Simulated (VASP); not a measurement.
Wanted: the native input for a VASP 6.6.1 run.

```yaml
Task: single point
Functional: r2SCAN
Potentials_or_basis: VASP PAW PBE potentials, release 64 (Al, N)
Cutoff: 660 eV
k_mesh: 11 × 11 × 11
Occupations: fermi-dirac, width 0.1 eV
Spin: no spin polarisation
Dipole_correction: no
Further_INCAR_settings: ALGO = Normal; EDIFF = 1e-06; NBANDS = 11
```

AlN:

```
CELL_PARAMETERS angstrom
0.00000 1.95052 1.95052
1.95052 0.00000 1.95052
1.95052 1.95052 0.00000
ATOMIC_POSITIONS crystal
Al 0.00000 0.00000 0.00000
N 0.50000 0.50000 0.50000
```

These files were run (other wordings do the same):

POSCAR

```
AlN
1.0
    0.0000000000      1.9505210000      1.9505210000
    1.9505210000      0.0000000000      1.9505210000
    1.9505210000      1.9505210000      0.0000000000
Al N
1 1
Direct
    0.0000000000      0.0000000000      0.0000000000
    0.5000000000      0.5000000000      0.5000000000
```

INCAR.step1

```
ALGO     = Normal         # electronic algorithm
EDIFF    = 1E-5           # SCF threshold, eV
ENCUT    = 660            # plane-wave cutoff, eV
GGA      = PE             # functional
GGA_COMPAT= F            
ISMEAR   = -1             # smearing method
LASPH    = T              # aspherical terms in the spheres
LCHARG   = F              # write CHGCAR
LREAL    = F              # projectors in reciprocal space
LWAVE    = T              # write WAVECAR
NBANDS   = 11             # bands
NELM     = 120            # most SCF steps
PREC     = Accurate       # precision mode
SIGMA    = 0.1            # smearing width, eV
```

INCAR.step2

```
ALGO     = Normal         # electronic algorithm
EDIFF    = 1E-6           # SCF threshold, eV
ENCUT    = 660            # plane-wave cutoff, eV
GGA_COMPAT= F            
ISIF     = 2              # what is computed and relaxed
ISMEAR   = -1             # smearing method
ISTART   = 1            
LASPH    = T              # aspherical terms in the spheres
LCHARG   = F              # write CHGCAR
LMIXTAU  = T            
LREAL    = F              # projectors in reciprocal space
LWAVE    = F              # write WAVECAR
METAGGA  = R2SCAN         # meta-GGA
NBANDS   = 11             # bands
NELM     = 120            # most SCF steps
PREC     = Accurate       # precision mode
SIGMA    = 0.1            # smearing width, eV
```

KPOINTS

```
k-points
0
Gamma
  11 11 11
```

Potentials or basis: VASP PAW PBE potentials, release 64 (Al, N).

Command:

```sh
$ cat potpaw_PBE.64/Al/POTCAR potpaw_PBE.64/N/POTCAR > POTCAR
$ cp INCAR.step1 INCAR
$ mpirun -np 1 vasp_std > vasp.out
$ cp INCAR.step2 INCAR
$ mpirun -np 1 vasp_std > vasp.out
```

Results of the run:

The pressure is 34.2 GPa and the band gap on the k mesh is 5.86 eV (least direct gap 8.22 eV).

Caveat: the cell stands under pressure; the PAW data sets were made with another functional, which shifts forces and pressure a little; an odd mesh through Γ misses points on the zone boundary, where band edges can lie.

It took 55 s on 1 thread of Intel Xeon 8259CL, with other jobs on the host, peak memory 0.14 GiB.
